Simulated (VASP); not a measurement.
# Ga2SnO4 (Fd-3m) in VASP: notebook

Runs on Ga2SnO4. Level: PBE. Tasks: single point.

Program: VASP 6.6.1. These are calculated values, not measurements. Logs are shortened: lines on timing, memory, paths and dates and some standing lists are left out, and cuts for length are marked.

## 1. The cell of the first run

It takes space group Fd-3m (No. 227, cubic). Conventional cell: a = 8.951 Å, b = 8.951 Å, c = 8.951 Å, α = 90.00°, β = 90.00°, γ = 90.00°. Within 2.7 Å of Ga (site symmetry -3m) lie 6 O at 2.07 Å. Sn (site symmetry -43m) has 4 O at 2.26 Å within 3.0 Å. Within 2.7 Å of O (site symmetry 3m) lie 3 Ga at 2.07 Å and 1 Sn at 2.26 Å and 3 O at 2.63 Å.

## 2. Single point, PBE

File INCAR:

```
SYSTEM = Ga2SnO4
PREC = Accurate
ENCUT = 520
EDIFF = 1E-7
ISMEAR = 0
SIGMA = 0.15
LREAL = .FALSE.
LASPH = .TRUE.
NELM = 100
ALGO = Normal
ISIF = 2
LWAVE = .FALSE.
LCHARG = .TRUE.
GGA = PE
LELF = .TRUE.
LVHAR = .TRUE.
NBANDS = 77
```

File KPOINTS:

```
regular mesh
0
G
  3 3 3
  0 0 0
```

File POSCAR:

```
Ga2SnO4
1.0
    0.0000000000      4.4754744167      4.4754744167
    4.4754744167      0.0000000000      4.4754744167
    4.4754744167      4.4754744167      0.0000000000
Ga Sn O
4 2 8
Direct
    0.1250000000      0.1250000000      0.6250000000
    0.1250000000      0.1250000000      0.1250000000
    0.1250000000      0.6250000000      0.1250000000
    0.6250000000      0.1250000000      0.1250000000
    0.5000000000      0.5000000000      0.5000000000
    0.7500000000      0.7500000000      0.7500000000
    0.8959879173      0.8959879173      0.8959879173
    0.9379637520      0.3540120827      0.3540120827
    0.8959879173      0.8959879173      0.3120362480
    0.3540120827      0.9379637520      0.3540120827
    0.3540120827      0.3540120827      0.3540120827
    0.8959879173      0.3120362480      0.8959879173
    0.3540120827      0.3540120827      0.9379637520
    0.3120362480      0.8959879173      0.8959879173
```

Potentials or basis: VASP PAW PBE potentials, release 64 (Ga_d, Sn_d, O).

Command:

```
> cat potpaw_PBE.64/Ga_d/POTCAR potpaw_PBE.64/Sn_d/POTCAR potpaw_PBE.64/O/POTCAR > POTCAR
> mpirun -np 1 vasp_std > vasp.out
```

OUTCAR:

```text
SYSTEM = Ga2SnO4
   PREC = Accurate
   ENCUT = 520
   EDIFF = 1E-7
   ISMEAR = 0
   LREAL = .FALSE.
   LASPH = .TRUE.
   NELM = 100
   ISIF = 2
   GGA = PE

 ion  position               nearest neighbor table
   1  0.125  0.125  0.625-   8 2.07  10 2.07  12 2.07  14 2.07   7 2.07  11 2.07
   2  0.125  0.125  0.125-   8 2.07   9 2.07  10 2.07  12 2.07  13 2.07  14 2.07
   3  0.125  0.625  0.125-   9 2.07  13 2.07   8 2.07  14 2.07   7 2.07  11 2.07
   4  0.625  0.125  0.125-   9 2.07  13 2.07  12 2.07  10 2.07   7 2.07  11 2.07
   5  0.500  0.500  0.500-  11 2.26  10 2.26   8 2.26  13 2.26
   6  0.750  0.750  0.750-   7 2.26   9 2.26  12 2.26  14 2.26
   7  0.896  0.896  0.896-   1 2.07   3 2.07   4 2.07   6 2.26
   8  0.938  0.354  0.354-   1 2.07   3 2.07   2 2.07   5 2.26
   9  0.896  0.896  0.312-   3 2.07   4 2.07   2 2.07   6 2.26
  10  0.354  0.938  0.354-   1 2.07   4 2.07   2 2.07   5 2.26
  11  0.354  0.354  0.354-   1 2.07   3 2.07   4 2.07   5 2.26
  12  0.896  0.312  0.896-   1 2.07   4 2.07   2 2.07   6 2.26
  13  0.354  0.354  0.938-   3 2.07   4 2.07   2 2.07   5 2.26
  14  0.312  0.896  0.896-   1 2.07   3 2.07   2 2.07   6 2.26

  LATTYP: Found a face centered cubic cell.
 ALAT       =     8.9509488334

  Lattice vectors:

 A1 = (   0.0000000000,   4.4754744167,   4.4754744167)
 A2 = (   4.4754744167,   0.0000000000,   4.4754744167)
 A3 = (   4.4754744167,   4.4754744167,   0.0000000000)

Analysis of symmetry for initial positions (statically):
=====================================================================
 Subroutine PRICEL returns:
 Original cell was already a primitive cell.

 Routine SETGRP: Setting up the symmetry group for a
 face centered cubic supercell.

 Subroutine GETGRP returns: Found 48 space group operations
 (whereof 24 operations were pure point group operations)
 out of a pool of 48 trial point group operations.

The static configuration has the point symmetry T_d .
 The point group associated with its full space group is O_h .

Analysis of symmetry for dynamics (positions and initial velocities):
=====================================================================
 Subroutine PRICEL returns:
 Original cell was already a primitive cell.

 Routine SETGRP: Setting up the symmetry group for a
 face centered cubic supercell.

 Subroutine GETGRP returns: Found 48 space group operations
 (whereof 24 operations were pure point group operations)
 out of a pool of 48 trial point group operations.

The dynamic configuration has the point symmetry T_d .
 The point group associated with its full space group is O_h .

 Subroutine INISYM returns: Found 48 space group operations
 (whereof 24 operations are pure point group operations),
 and found     1 'primitive' translations

----------------------------------------------------------------------------------------

                                     Primitive cell

  volume of cell :     179.2864

  direct lattice vectors                    reciprocal lattice vectors
     0.000000000  4.475474417  4.475474417    -0.111720000  0.111720000  0.111720000
     4.475474417  0.000000000  4.475474417     0.111720000 -0.111720000  0.111720000
     4.475474417  4.475474417  0.000000000     0.111720000  0.111720000 -0.111720000

  length of vectors
     6.329276618  6.329276618  6.329276618     0.193504716  0.193504716  0.193504716

  position of ions in fractional coordinates (direct lattice)
     0.125000000  0.125000000  0.625000000
     0.125000000  0.125000000  0.125000000
     0.125000000  0.625000000  0.125000000
     0.625000000  0.125000000  0.125000000
     0.500000000  0.500000000  0.500000000
     0.750000000  0.750000000  0.750000000
     0.895987917  0.895987917  0.895987917
     0.937963752  0.354012083  0.354012083
     0.895987917  0.895987917  0.312036248
     0.354012083  0.937963752  0.354012083
     0.354012083  0.354012083  0.354012083
     0.895987917  0.312036248  0.895987917
     0.354012083  0.354012083  0.937963752
     0.312036248  0.895987917  0.895987917

  ion indices of the primitive-cell ions
   primitive index   ion index
                 1           1
                 2           2
                 3           3
                 4           4
                 5           5
                 6           6
                 7           7
                 8           8
                 9           9
                10          10
                11          11
                12          12
                13          13
                14          14

----------------------------------------------------------------------------------------

 KPOINTS: regular mesh

Automatic generation of k-mesh.
 Grid dimensions read from file:
 generate k-points for:    3    3    3

 Generating k-lattice:

  Cartesian coordinates                     Fractional coordinates (reciprocal lattice)
    -0.037240000  0.037240000  0.037240000     0.333333333  0.000000000  0.000000000
     0.037240000 -0.037240000  0.037240000     0.000000000  0.333333333  0.000000000
     0.037240000  0.037240000 -0.037240000     0.000000000  0.000000000  0.333333333

  Length of vectors
     0.064501572  0.064501572  0.064501572

  Shift w.r.t. Gamma in fractional coordinates (k-lattice)
     0.000000000  0.000000000  0.000000000

 Subroutine IBZKPT returns following result:
 ===========================================

 Found      4 irreducible k-points:

 Following reciprocal coordinates:
            Coordinates               Weight
  0.000000  0.000000  0.000000      1.000000
  0.333333  0.000000  0.000000      8.000000
  0.333333  0.333333  0.000000      6.000000
 -0.333333  0.333333  0.000000     12.000000
   k-points           NKPTS =      4   k-points in BZ     NKDIM =      4   number of bands    NBANDS=     77
   number of dos      NEDOS =    301   number of ions     NIONS =     14
   total plane-waves  NPLWV = 110592
   dimension x,y,z NGX =    48 NGY =   48 NGZ =   48
   dimension x,y,z NGXF=    96 NGYF=   96 NGZF=   96
   ions per type =               4   2   8
   NGX,Y,Z   is equivalent  to a cutoff of  12.61, 12.61, 12.61 a.u.
   NGXF,Y,Z  is equivalent  to a cutoff of  25.22, 25.22, 25.22 a.u.
 SYSTEM =  Ga2SnO4
   PREC   = accura    normal or accurate (medium, high low for compatibility)
   ISTART =      0    job   : 0-new  1-cont  2-samecut
   ICHARG =      2    charge: 1-file 2-atom 10-const
   ISPIN  =      1    spin polarized calculation?
   LNONCOLLINEAR =      F non collinear calculations
   LSORBIT =      F    spin-orbit coupling
   LASPH  =      T    aspherical Exc in radial PAW
   ENCUT  =  520.0 eV  38.22 Ry    6.18 a.u.  11.77 11.77 11.77*2*pi/ulx,y,z
   NELM   =    100;   NELMIN=  2; NELMDL= -5     # of ELM steps
   EDIFF  = 0.1E-06   stopping-criterion for ELM
   LREAL  =      F    real-space projection
   EDIFFG = 0.1E-05   stopping-criterion for IOM
   NSW    =      0    number of steps for IOM
   IBRION =     -1    ionic relax: 0-MD 1-quasi-New 2-CG
   NFREE  =      0    steps in history (QN), initial steepest desc. (CG)
   ISIF   =      2    stress and relaxation
   ISYM   =      2    0-nonsym 1-usesym 2-fastsym
   POTIM  = 0.5000    time-step for ionic-motion
   TEBEG  =    0.0;   TEEND  =   0.0 temperature during run
   PSTRESS=    0.0 pullay stress
   NELECT =     128.0000    total number of electrons
   NUPDOWN=      -1.0000    fix difference up-down
   EMIN   =  10.00;   EMAX   =-10.00  energy-range for DOS
   EFERMI =   0.00;   METHOD = LEGACY
   ISMEAR =     0;   SIGMA  =   0.15  broadening in eV -4-tet -1-fermi 0-gaus
   EFERMI_NEDOS =   21; number of points for ismear=-14 and -15
   IALGO  =     38    algorithm
   IMIX   =      4    mixing-type and parameters
     AMIX     =   0.40;   BMIX     =  1.00
     AMIX_MAG =   1.60;   BMIX_MAG =  1.00
  volume/ion in A,a.u.               =      12.81        86.42
  Fermi-wavevector in a.u.,A,eV,Ry     =   1.463173  2.764996 29.128385  2.140876
  Thomas-Fermi vector in A             =   2.579299
   LORBIT       =      0    0 simple, 1 ext, 2 COOP (PROOUT), +10 PAW based schemes
   GGA     = PE    functional components
   LHFCALC =     F    Hartree Fock is set to
   AEXX    =    0.0000 exact exchange contribution
   IVDW    =     0    specifies the selected vdW correction
   LEPSILON=     F    determine dielectric tensor
   LRPA    =     F    only Hartree local field effects (RPA)
 non-spin polarized calculation
 Gauss-broadening in eV      SIGMA  =   0.15
  energy-cutoff  :      520.00
  volume of cell :      179.29
 maximum number of plane-waves:      4909
   NGX = 23   NGY = 23   NGZ = 23

 number of electron     128.0000084 magnetization

 Free energy of the ion-electron system (eV)
  ---------------------------------------------------
  ext. energy  EPLUGINS =         0.00000000
  ---------------------------------------------------
  free energy    TOTEN  =       -79.80710669 eV

  energy without entropy =      -79.80710669  energy(sigma->0) =      -79.80710669

 E-fermi :   7.0873     XC(G=0): -11.0001

 val. band max:        6.3699635916   @ k =  -0.3333   0.3333   0.0000
 cond. band min:       7.7979057532   @ k =   0.0000   0.0000   0.0000
 fundamental gap:      1.4279421616
 Fermi energy:         7.0872751431

 k-point     1 :       0.0000    0.0000    0.0000
  band No.  band energies     occupation
      1     -15.0624      2.00000
      2     -15.0624      2.00000
      3     -15.0624      2.00000
      4     -15.0519      2.00000
      5     -15.0519      2.00000
      6     -15.0519      2.00000
[... 68 lines left out ...]
     75      13.6245      0.00000
     76      13.6246      0.00000
[... 235 lines left out ...]
     75      12.6922      0.00000
     76      13.1577      0.00000
 [bands above 76 left out]

------------------------ aborting loop because EDIFF is reached ----------------------------------------

  FORCE on cell =-STRESS in cart. coord.  units (eV):
  Direction    XX          YY          ZZ          XY          YZ          ZX
  --------------------------------------------------------------------------------------
  -------------------------------------------------------------------------------------
  Total        0.9236757      0.9236757      0.9236757     -0.0000000      0.0000000     -0.0000000
  in kB        8.2543495      8.2543495      8.2543495     -0.0000000      0.0000000     -0.0000000
  external PRESSURE =       8.2543495 kB  Pullay stress =       0.0000000 kB

 VOLUME and BASIS-vectors are now :
 -----------------------------------------------------------------------------
  energy-cutoff  :      520.00
  volume of cell :      179.29
      direct lattice vectors                 reciprocal lattice vectors
     0.000000000  4.475474417  4.475474417    -0.111720000  0.111720000  0.111720000
     4.475474417  0.000000000  4.475474417     0.111720000 -0.111720000  0.111720000
     4.475474417  4.475474417  0.000000000     0.111720000  0.111720000 -0.111720000

 POSITION                                       TOTAL-FORCE (eV/Angst)
 -----------------------------------------------------------------------------------
      3.35661      3.35661      1.11887         0.000000      0.000000      0.000000
      1.11887      1.11887      1.11887         0.000000      0.000000      0.000000
      3.35661      1.11887      3.35661         0.000000      0.000000      0.000000
      1.11887      3.35661      3.35661         0.000000      0.000000      0.000000
      4.47547      4.47547      4.47547         0.000000      0.000000      0.000000
      6.71321      6.71321      6.71321         0.000000      0.000000      0.000000
      8.01994      8.01994      8.01994        -0.061506     -0.061506     -0.061506
      3.16874      5.78220      5.78220         0.061506     -0.061506     -0.061506
      5.40648      5.40648      8.01994         0.061506      0.061506     -0.061506
      5.78220      3.16874      5.78220        -0.061506      0.061506     -0.061506
      3.16874      3.16874      3.16874         0.061506      0.061506      0.061506
      5.40648      8.01994      5.40648         0.061506     -0.061506      0.061506
      5.78220      5.78220      3.16874        -0.061506     -0.061506      0.061506
      8.01994      5.40648      5.40648        -0.061506      0.061506      0.061506
 -----------------------------------------------------------------------------------
    total drift:                                0.000000      0.000000      0.000000

  FREE ENERGIE OF THE ION-ELECTRON SYSTEM (eV)
  ---------------------------------------------------
  free  energy   TOTEN  =       -79.8071066892 eV

  energy  without entropy=      -79.8071066892  energy(sigma->0) =      -79.80710669
```

Run time: 73 s. Hardware: 1 thread of Intel Xeon Platinum 8488C (Sapphire Rapids), shared host; peak memory 0.34 GiB.

Results:

- Free energy: -79.8071 eV
- Pressure: 0.8 GPa
- Largest force: 0.107 eV/Å
- Band gap on the k mesh: 1.43 eV, indirect (least direct gap 1.72 eV)

Forces in eV/Å, atoms in the order of the input:
```
Ga   0.000  0.000  0.000
Ga   0.000  0.000  0.000
Ga   0.000  0.000  0.000
Ga   0.000  0.000  0.000
Sn   0.000  0.000  0.000
Sn   0.000  0.000  0.000
O   -0.062 -0.062 -0.062
O    0.062 -0.062 -0.062
O    0.062  0.062 -0.062
O   -0.062  0.062 -0.062
O    0.062  0.062  0.062
O    0.062 -0.062  0.062
O   -0.062 -0.062  0.062
O   -0.062  0.062  0.062
```

Caveat: spin-orbit coupling is left out, which moves the levels of the heavy elements. A k mesh can miss the band edges.

## 3. Single point, PBE

File INCAR:

```
SYSTEM = Ga2SnO4
ALGO = Normal ; EDIFF = 1E-6
ENCUT = 520 ; GGA = PE
ISIF = 2 ; ISMEAR = 0
LASPH = .True. ; LCHARG = .False.
LREAL = .False. ; LWAVE = .False.
NBANDS = 77 ; NELM = 100
PREC = Accurate ; SIGMA = 0.02
```

File KPOINTS:

```
k-points
0
Gamma
  6 6 6
  0 0 0
```

File POSCAR:

```
Ga2SnO4
1.0
    0.0000000000      4.4775041147      4.4775041147
    4.4775041147      0.0000000000      4.4775041147
    4.4775041147      4.4775041147      0.0000000000
Ga Sn O
4 2 8
Direct
    0.6250000000      0.6250000000      0.1250000000
    0.6250000000      0.6250000000      0.6250000000
    0.6250000000      0.1250000000      0.6250000000
    0.1250000000      0.6250000000      0.6250000000
    0.0000000000      0.0000000000      0.0000000000
    0.2500000000      0.2500000000      0.2500000000
    0.3957748449      0.3957748449      0.3957748449
    0.4373245347      0.8542251551      0.8542251551
    0.3957748449      0.3957748449      0.8126754653
    0.8542251551      0.4373245347      0.8542251551
    0.8542251551      0.8542251551      0.8542251551
    0.3957748449      0.8126754653      0.3957748449
    0.8542251551      0.8542251551      0.4373245347
    0.8126754653      0.3957748449      0.3957748449
```

Potentials or basis: VASP PAW PBE potentials, release 64 (Ga_d, Sn_d, O).

Command:

```
> cat potpaw_PBE.64/Ga_d/POTCAR potpaw_PBE.64/Sn_d/POTCAR potpaw_PBE.64/O/POTCAR > POTCAR
> mpirun -np 1 vasp_std > vasp.out
```

It took 7.8 min on 1 thread of Oxide Virtual Turin-like, shared host; peak memory 0.39 GiB.

Results (log left out):

* Free energy: -79.8208 eV
* Pressure: 0.6 GPa
* Largest force: 0.037 eV/Å
* Band gap on the k mesh: 1.34 eV, indirect (least direct gap 1.71 eV)

Forces on the atoms (eV/Å):
```
Ga   0.000  0.000  0.000
Ga   0.000  0.000  0.000
Ga   0.000  0.000  0.000
Ga   0.000  0.000  0.000
Sn   0.000  0.000  0.000
Sn   0.000  0.000  0.000
O   -0.022 -0.022 -0.022
O    0.022 -0.022 -0.022
O    0.022  0.022 -0.022
O   -0.022  0.022 -0.022
O    0.022  0.022  0.022
O    0.022 -0.022  0.022
O   -0.022 -0.022  0.022
O   -0.022  0.022  0.022
```

Levels at points of the mesh, in eV from the valence-band top:
```
           k point  band 60  band 61  band 62  band 63  band 64  band 65  band 66  band 67  band 68  band 69
(0.00, 0.00, 0.00)    -3.19    -2.88    -2.88    -2.88    -1.47     1.34     1.34     1.34     1.90     3.11
(0.50, 0.00, 0.00)    -3.09    -2.98    -2.98    -0.82    -0.51     1.68     2.44     2.44     3.38     3.65
(0.50, 0.50, 0.00)    -3.20    -2.99    -2.99     0.00     0.00     2.36     2.36     2.67     2.67     4.15
```

Caveat: spin-orbit coupling is left out, which moves the levels of the heavy elements.
